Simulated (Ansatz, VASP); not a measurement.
# KRh: VASP beside Ansatz

```
K Rh
1.0
     2.69670    0.00000    0.00000
     0.00000    2.69670    0.00000
     0.00000    0.00000    5.17216
K Rh
1 1
Direct
  0.00000 0.00000 0.00000
  0.50000 0.50000 0.50000
```

Alike in both runs: functional LDA; k mesh 9 × 9 × 7; occupations fermi-dirac, width 0.05 eV; no spin polarisation.

Ansatz relaxed the structure, and its values are those at the end. VASP's run is a single point on that final structure, the one shown.

|  | VASP | Ansatz |
| --- | --- | --- |
| version | VASP 6.6.1 | Ansatz 0.2.0 |
| potentials or method | VASP PAW LDA potentials, release 64 (K_sv, Rh_pv) | PAW with Ansatz's default frozen-core files, scalar-relativistic |
| plane-wave cutoff (eV) | 520 | 420 |
| valence electrons in the cell | 24 | 26 |

|  | VASP | Ansatz | Ansatz less VASP |
| --- | --- | --- | --- |
| pressure (GPa) | 0.6 | 0.0 | -0.65 |

LDA's correlation is that of Perdew and Zunger in VASP and of Perdew and Wang (1992) in Ansatz. VASP's potentials hold 24 valence electrons a cell and Ansatz's 26, so a difference there can come from the potentials and not from the codes.
